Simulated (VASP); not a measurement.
# Si2C (P-3m1) in VASP: notebook, part 2 of 4

VASP 6.6.1. Earlier steps stand in the parts before.

## Step 3: Single point, PBE

This run uses another cell than the first one, of 14.40 Å³/atom, 1.104 times its volume.

Input file INCAR:

```
SYSTEM = Si2C
  PREC = Accurate
  ENCUT = 520
  EDIFF = 1E-6
  ISMEAR = 0
  SIGMA = 0.1
  LREAL = .FALSE.
  LASPH = .TRUE.
  NELM = 80
  ALGO = Normal
  ISIF = 2
  LWAVE = .FALSE.
  LCHARG = .FALSE.
  GGA = PE
  NBANDS = 21
```

Input file KPOINTS:

```
Automatic mesh
0
G
  6 6 2
  0 0 0
```

Input file POSCAR:

```
Si2C
1.0
    3.4407771500      0.0000000000      0.0000000000
   -1.7203885800      2.9798004200      0.0000000000
    0.0000000000      0.0000000000      8.4281483500
Si C
4 2
Direct
    0.0000000000      0.0000000000      0.3750000000
    0.3333333300      0.6666666700      0.0416666700
    0.0000000000      0.0000000000      0.6250000000
    0.6666666700      0.3333333300      0.9583333300
    0.6666666700      0.3333333300      0.7083333300
    0.3333333300      0.6666666700      0.2916666700
```

Potentials or basis: VASP PAW PBE potentials, release 64 (Si, C).

The run is started by

```sh
cat potpaw_PBE.64/Si/POTCAR potpaw_PBE.64/C/POTCAR > POTCAR
mpirun -np 1 vasp_std > vasp.out
```

OUTCAR:

```text
SYSTEM = Si2C
   PREC = Accurate
   ENCUT = 520
   EDIFF = 1E-6
   ISMEAR = 0
   LREAL = .FALSE.
   LASPH = .TRUE.
   NELM = 80
   ISIF = 2
   GGA = PE

 ion  position               nearest neighbor table
   1  0.000  0.000  0.375-   6 2.11   6 2.11   6 2.11   3 2.11
   2  0.333  0.667  0.042-   4 2.11   4 2.11   6 2.11   4 2.11
   3  0.000  0.000  0.625-   5 2.11   5 2.11   5 2.11   1 2.11
   4  0.667  0.333  0.958-   2 2.11   2 2.11   5 2.11   2 2.11
   5  0.667  0.333  0.708-   3 2.11   3 2.11   3 2.11   4 2.11
   6  0.333  0.667  0.292-   1 2.11   1 2.11   1 2.11   2 2.11

  LATTYP: Found a hexagonal cell.
 ALAT       =     3.4407771500
 C/A-ratio  =     2.4494897468

  Lattice vectors:

 A1 = (   3.4407771500,   0.0000000000,   0.0000000000)
 A2 = (  -1.7203885800,   2.9798004200,   0.0000000000)
 A3 = (   0.0000000000,   0.0000000000,   8.4281483500)

Analysis of symmetry for initial positions (statically):
=====================================================================
 Subroutine PRICEL returns:
 Original cell was already a primitive cell.

 Routine SETGRP: Setting up the symmetry group for a
 hexagonal supercell.

 Subroutine GETGRP returns: Found 12 space group operations
 (whereof 12 operations were pure point group operations)
 out of a pool of 24 trial point group operations.

The static configuration has the point symmetry D_3d.

Analysis of symmetry for dynamics (positions and initial velocities):
=====================================================================
 Subroutine PRICEL returns:
 Original cell was already a primitive cell.

 Routine SETGRP: Setting up the symmetry group for a
 hexagonal supercell.

 Subroutine GETGRP returns: Found 12 space group operations
 (whereof 12 operations were pure point group operations)
 out of a pool of 24 trial point group operations.

The dynamic configuration has the point symmetry D_3d.

 Subroutine INISYM returns: Found 12 space group operations
 (whereof 12 operations are pure point group operations),
 and found     1 'primitive' translations

----------------------------------------------------------------------------------------

                                     Primitive cell

  volume of cell :      86.4124

  direct lattice vectors                    reciprocal lattice vectors
     3.440777150  0.000000000  0.000000000     0.290632016  0.167796473  0.000000000
    -1.720388580  2.979800420  0.000000000     0.000000000  0.335592946  0.000000000
     0.000000000  0.000000000  8.428148350     0.000000000  0.000000000  0.118650024

  length of vectors
     3.440777150  3.440777152  8.428148350     0.335592946  0.335592946  0.118650024

  position of ions in fractional coordinates (direct lattice)
     0.000000000  0.000000000  0.375000000
     0.333333330  0.666666670  0.041666670
     0.000000000  0.000000000  0.625000000
     0.666666670  0.333333330  0.958333330
     0.666666670  0.333333330  0.708333330
     0.333333330  0.666666670  0.291666670

  ion indices of the primitive-cell ions
   primitive index   ion index
                 1           1
                 2           2
                 3           3
                 4           4
                 5           5
                 6           6

[... 35 lines left out ...]
  0.000000  0.000000  0.500000      1.000000
  0.166667  0.000000  0.500000      6.000000
  0.333333 -0.000000  0.500000      6.000000
  0.500000  0.000000  0.500000      3.000000
  0.166667  0.166667  0.500000      6.000000
  0.333333  0.166667  0.500000     12.000000
  0.333333  0.333333  0.500000      2.000000
   k-points           NKPTS =     14   k-points in BZ     NKDIM =     14   number of bands    NBANDS=     21
   number of dos      NEDOS =    301   number of ions     NIONS =      6
   total plane-waves  NPLWV =  50176
   dimension x,y,z NGX =    28 NGY =   28 NGZ =   64
   dimension x,y,z NGXF=    56 NGYF=   56 NGZF=  128
   ions per type =               4   2
   NGX,Y,Z   is equivalent  to a cutoff of  13.53, 13.53, 12.62 a.u.
   NGXF,Y,Z  is equivalent  to a cutoff of  27.06, 27.06, 25.25 a.u.
 SYSTEM =  Si2C
   PREC   = accura    normal or accurate (medium, high low for compatibility)
   ISTART =      0    job   : 0-new  1-cont  2-samecut
   ICHARG =      2    charge: 1-file 2-atom 10-const
   ISPIN  =      1    spin polarized calculation?
   LNONCOLLINEAR =      F non collinear calculations
   LSORBIT =      F    spin-orbit coupling
   LASPH  =      T    aspherical Exc in radial PAW
   ENCUT  =  520.0 eV  38.22 Ry    6.18 a.u.   6.40  6.40 15.67*2*pi/ulx,y,z
   NELM   =     80;   NELMIN=  2; NELMDL= -5     # of ELM steps
   EDIFF  = 0.1E-05   stopping-criterion for ELM
   LREAL  =      F    real-space projection
   EDIFFG = 0.1E-04   stopping-criterion for IOM
   NSW    =      0    number of steps for IOM
   IBRION =     -1    ionic relax: 0-MD 1-quasi-New 2-CG
   NFREE  =      0    steps in history (QN), initial steepest desc. (CG)
   ISIF   =      2    stress and relaxation
   ISYM   =      2    0-nonsym 1-usesym 2-fastsym
   POTIM  = 0.5000    time-step for ionic-motion
   TEBEG  =    0.0;   TEEND  =   0.0 temperature during run
   PSTRESS=    0.0 pullay stress
   NELECT =      24.0000    total number of electrons
   NUPDOWN=      -1.0000    fix difference up-down
   EMIN   =  10.00;   EMAX   =-10.00  energy-range for DOS
   EFERMI =   0.00;   METHOD = LEGACY
   ISMEAR =     0;   SIGMA  =   0.10  broadening in eV -4-tet -1-fermi 0-gaus
   EFERMI_NEDOS =   21; number of points for ismear=-14 and -15
   IALGO  =     38    algorithm
   IMIX   =      4    mixing-type and parameters
     AMIX     =   0.40;   BMIX     =  1.00
     AMIX_MAG =   1.60;   BMIX_MAG =  1.00
  volume/ion in A,a.u.               =      14.40        97.19
  Fermi-wavevector in a.u.,A,eV,Ry     =   1.068120  2.018454 15.522612  1.140880
  Thomas-Fermi vector in A             =   2.203758
   LORBIT       =      0    0 simple, 1 ext, 2 COOP (PROOUT), +10 PAW based schemes
   GGA     = PE    functional components
   LHFCALC =     F    Hartree Fock is set to
   AEXX    =    0.0000 exact exchange contribution
   IVDW    =     0    specifies the selected vdW correction
   LEPSILON=     F    determine dielectric tensor
   LRPA    =     F    only Hartree local field effects (RPA)
 non-spin polarized calculation
 Gauss-broadening in eV      SIGMA  =   0.10
  energy-cutoff  :      520.00
  volume of cell :       86.41
 maximum number of plane-waves:      2357
 NGX is ok and might be reduce to    28
   NGX = 13   NGY = 13   NGZ = 31

 number of electron      24.0000000 magnetization

 Free energy of the ion-electron system (eV)
  ---------------------------------------------------
  ext. energy  EPLUGINS =         0.00000000
  ---------------------------------------------------
  free energy    TOTEN  =       -36.65552631 eV

  energy without entropy =      -36.65551747  energy(sigma->0) =      -36.65552189

 E-fermi :   7.2701     XC(G=0): -10.2317

 val. band max:        7.0269564676   @ k =   0.0000   0.0000   0.0000
 cond. band min:       7.5340530281   @ k =   0.3333  -0.0000   0.5000
 fundamental gap:      0.5070965605
 Fermi energy:         7.2701071602

 k-point     1 :       0.0000    0.0000    0.0000
  band No.  band energies     occupation
      1      -7.1035      2.00000
      2      -5.6672      2.00000
      3      -5.1983      2.00000
      4      -0.0552      2.00000
      5       1.2994      2.00000
      6       5.3416      2.00000
[... 325 lines left out ...]
     20      13.6154      0.00000
     21      14.6111      0.00000

------------------------ aborting loop because EDIFF is reached ----------------------------------------

  FORCE on cell =-STRESS in cart. coord.  units (eV):
  Direction    XX          YY          ZZ          XY          YZ          ZX
  --------------------------------------------------------------------------------------
  -------------------------------------------------------------------------------------
  Total       -0.3187244     -0.3187244      0.0766044      0.0000000      0.0000000      0.0000000
  in kB       -5.9094895     -5.9094895      1.4203269      0.0000000      0.0000000      0.0000000
  external PRESSURE =      -3.4662174 kB  Pullay stress =       0.0000000 kB

 VOLUME and BASIS-vectors are now :
 -----------------------------------------------------------------------------
  energy-cutoff  :      520.00
  volume of cell :       86.41
      direct lattice vectors                 reciprocal lattice vectors
     3.440777150  0.000000000  0.000000000     0.290632016  0.167796473  0.000000000
    -1.720388580  2.979800420  0.000000000     0.000000000  0.335592946  0.000000000
     0.000000000  0.000000000  8.428148350     0.000000000  0.000000000  0.118650024

 POSITION                                       TOTAL-FORCE (eV/Angst)
 -----------------------------------------------------------------------------------
      0.00000      0.00000      3.16056        -0.000000      0.000000     -5.474845
     -0.00000      1.98653      0.35117        -0.000000     -0.000000      4.761187
      0.00000      0.00000      5.26759        -0.000000     -0.000000      5.474845
      1.72039      0.99327      8.07698        -0.000000      0.000000     -4.761187
      1.72039      0.99327      5.96994        -0.000000     -0.000000     -0.269615
     -0.00000      1.98653      2.45821         0.000000      0.000000      0.269615
 -----------------------------------------------------------------------------------
    total drift:                                0.000000      0.000000      0.000000

  FREE ENERGIE OF THE ION-ELECTRON SYSTEM (eV)
  ---------------------------------------------------
  free  energy   TOTEN  =       -36.6555263146 eV

  energy  without entropy=      -36.6555174674  energy(sigma->0) =      -36.65552189
```

Wall time 26 s (1 thread of Intel Xeon Platinum 8259CL at 2.50GHz (Skylake/Cascade Lake), shared host); peak memory 0.21 GiB.

Results:

```yaml
Free_energy: -36.6555 eV
Pressure: -0.3 GPa
Largest_force: 5.475 eV/Å
Band_gap_on_the_k_mesh: 0.51 eV, indirect (least direct gap 0.86 eV)
```

Forces in eV/Å, atoms in the order of the input:
```
Si   0.000  0.000 -5.475
Si   0.000  0.000  4.761
Si   0.000  0.000  5.475
Si   0.000  0.000 -4.761
C    0.000  0.000 -0.270
C    0.000  0.000  0.270
```

Caveat: forces of over 1 eV/Å act on the atoms, so gaps and moduli don't describe the material at rest. A k mesh can miss the band edges.

## Step 4: Relaxation of cell and atoms, PBE

This run uses another cell than the first one, of 14.40 Å³/atom, 1.104 times its volume.

Input file INCAR:

```
ALGO = Normal
EDIFF = 1E-6
EDIFFG = -0.04
ENCUT = 600
GGA = PE
IBRION = 2
ISIF = 3
ISMEAR = 0
LASPH = True
LCHARG = False
LREAL = False
LWAVE = False
NELM = 80
NSW = 90
PREC = Accurate
SIGMA = 0.1
```

Input file KPOINTS:

```
k-points
0
Gamma
  6 6 2
```

POSCAR is that of step 3.

The run is started by

```sh
cat potpaw_PBE.64/Si/POTCAR potpaw_PBE.64/C/POTCAR > POTCAR
mpirun -np 1 vasp_std > vasp.out
```

It took 3.1 min on 1 thread of Intel Xeon Platinum 8259CL at 2.50GHz (Skylake/Cascade Lake), shared host; peak memory 0.22 GiB.

It converged, with:

| Quantity | Value |
| --- | --- |
| Free energy | -38.6571 eV |
| Relaxed volume | 13.02 Å³/atom |
| Relaxed cell | a = 3.232 Å, b = 3.232 Å, c = 8.640 Å, α = 90.00°, β = 90.00°, γ = 120.00° |
| Space group after relaxing (to 0.05 Å) | P-3m1 (No. 164) |
| Energy gained by relaxing | 333.4 meV/atom |
| Ionic steps | 15 |
| Pressure after relaxing | 0.0 GPa |
| Largest force after relaxing | 0.021 eV/Å |
| Band gap on the k mesh | zero (band 12 reaches 10.61 eV, above the bottom of band 13 at 8.15 eV) |

Forces in eV/Å, atoms in the order of the input:
```
Si   0.000  0.000  0.013
Si   0.000  0.000 -0.021
Si   0.000  0.000 -0.013
Si   0.000  0.000  0.021
C    0.000  0.000 -0.009
C    0.000  0.000  0.009
```

Stress tensor (GPa, compression positive):
```
-0.12  0.00  0.00
 0.00 -0.12  0.00
 0.00  0.00  0.13
```

Step by step:
```csv
step,energy change (eV),largest force (eV/Å),pressure (GPa),volume (Å³)
1,0.0000,5.4755,-0.39,86.41
2,-1.1969,2.5479,-8.69,85.98
3,-1.5483,1.0475,-7.63,86.13
4,-1.7787,0.8623,3.11,78.39
5,-1.7981,0.7205,0.36,80.04
6,-1.9188,0.9467,1.79,78.41
7,-1.9233,1.4136,2.20,77.95
8,-1.9871,0.3453,0.12,78.03
9,-1.9877,0.4383,0.25,78.02
10,-1.9985,0.1617,0.10,78.13
11,-1.9986,0.1698,0.09,78.14
12,-1.9997,0.0792,-0.03,78.19
13,-1.9999,0.0815,-0.12,78.23
14,-2.0004,0.0475,-0.08,78.18
15,-2.0005,0.0210,-0.03,78.14
```

Final structure:
```
Si C
1.0
     3.23157    0.00000    0.00000
    -1.61579    2.79863    0.00000
     0.00000    0.00000    8.63991
Si C
4 2
Cartesian
  0.0000 0.0000 3.1304
  0.0000 1.8658 0.6320
  0.0000 0.0000 5.5095
  1.6158 0.9329 8.0079
  1.6158 0.9329 6.1076
  0.0000 1.8658 2.5324
```

Levels at points of the mesh, in eV from the Fermi level:
```tsv
k point	band 8	band 9	band 10	band 11	band 12	band 13	band 14	band 15	band 16
(0.00, 0.00, 0.00)	-2.95	-2.95	-1.69	-0.05	1.69	1.69	2.46	2.77	3.83
(0.50, 0.00, 0.00)	-5.13	-4.69	-4.29	-3.83	-0.94	-0.78	0.64	2.00	2.39
(0.00, 0.00, 0.50)	-2.99	-2.93	-2.93	1.25	1.63	1.63	2.34	2.66	4.08
(0.50, 0.00, 0.50)	-5.82	-4.61	-4.40	-2.93	-0.84	0.31	0.72	1.74	1.99
```

Caveat: the k points lie up to 0.37 Å⁻¹ apart in the final cell.

(Part 2 of 4 ends here.)
